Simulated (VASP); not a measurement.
Here is a VASP 6.6.1 calculation.

File INCAR:

```
SYSTEM = K2MgZnF6
PREC = Accurate
ENCUT = 700
EDIFF = 1E-6
ISMEAR = -1
SIGMA = 0.05
LREAL = Auto
LASPH = .TRUE.
NELM = 120
ALGO = Normal
ISIF = 2
LWAVE = .FALSE.
LCHARG = .TRUE.
GGA = PS
LELF = .TRUE.
LVHAR = .TRUE.
NBANDS = 174
ISYM = -1
GGA_COMPAT = .FALSE.
```

File KPOINTS:

```
explicit points
1
Reciprocal
  0.25000000   0.25000000   0.25000000 1
```

Contents of POSCAR:

```
K2MgZnF6
1.0
    8.0461585658      0.0000000000      0.0000000000
    0.0000000000      8.0461585658      0.0000000000
    0.0000000000      0.0000000000      8.0461585658
K Mg Zn F
8 4 4 24
Direct
    0.0003280000      0.9997440000      0.9997360000
    0.0003700000      0.9998210000      0.4998590000
    0.0002090000      0.4999420000      0.9995250000
    0.0001470000      0.4997880000      0.4999980000
    0.5007770000      0.9999650000      0.9995100000
    0.5007550000      0.9999950000      0.5000270000
    0.5007720000      0.4997000000      0.9996910000
    0.5008240000      0.4996680000      0.4998900000
    0.2503960000      0.2498210000      0.2498010000
    0.2504350000      0.2498250000      0.7497810000
    0.2505040000      0.7497450000      0.2497580000
    0.7504770000      0.7498100000      0.2497900000
    0.2505480000      0.7497410000      0.7497240000
    0.7504730000      0.2498070000      0.2498580000
    0.7504940000      0.2498250000      0.7498890000
    0.7504940000      0.7497930000      0.7498000000
    0.2512030000      0.2499850000      0.9999580000
    0.2494480000      0.2496480000      0.4995490000
    0.2503480000      0.7496050000      0.0025800000
    0.2506470000      0.7499130000      0.4968560000
    0.7495720000      0.2502430000      0.0000730000
    0.7514170000      0.2491150000      0.4995900000
    0.7508510000      0.7493600000      0.0027300000
    0.7501210000      0.7500700000      0.4967980000
    0.0032850000      0.2493790000      0.2490710000
    0.0034260000      0.2499840000      0.7507410000
    0.0006760000      0.7501200000      0.2499150000
    0.0007120000      0.7498690000      0.7495110000
    0.4975880000      0.2501740000      0.2505660000
    0.4974860000      0.2497410000      0.7488600000
    0.5003070000      0.7492570000      0.2495290000
    0.5003260000      0.7496380000      0.7499730000
    0.2508050000      0.9997790000      0.2496160000
    0.2506490000      0.0025860000      0.7499160000
    0.2499360000      0.4997960000      0.2499180000
    0.2505650000      0.4970060000      0.7495260000
    0.7499620000      0.9970000000      0.2492220000
    0.7505000000      0.9998280000      0.7503060000
    0.7509370000      0.5025340000      0.2503270000
    0.7503090000      0.4997690000      0.7494250000
```

Potentials or basis: VASP PAW PBE potentials, release 64 (K_sv, Mg, Zn, F).

Command:

```sh
$ cat potpaw_PBE.64/K_sv/POTCAR potpaw_PBE.64/Mg/POTCAR potpaw_PBE.64/Zn/POTCAR potpaw_PBE.64/F/POTCAR > POTCAR
$ mpirun -np 1 vasp_std > vasp.out
```

Question: What does it give for the largest force?

Answer: 0.083 eV/Å.

Question: What does it give for the pressure?

Answer: -0.1 GPa.

Question: Predict the band gap on the k mesh.

Answer: 5.61 eV.

Stress tensor (GPa, compression positive):
```
-0.12 -0.06 -0.06
-0.06 -0.11 -0.07
-0.06 -0.07 -0.12
```

Caveat: the PAW data sets were made with another functional, which shifts forces and pressure a little; a shifted mesh leaves out Γ, where band edges can lie. A k mesh can miss the band edges.
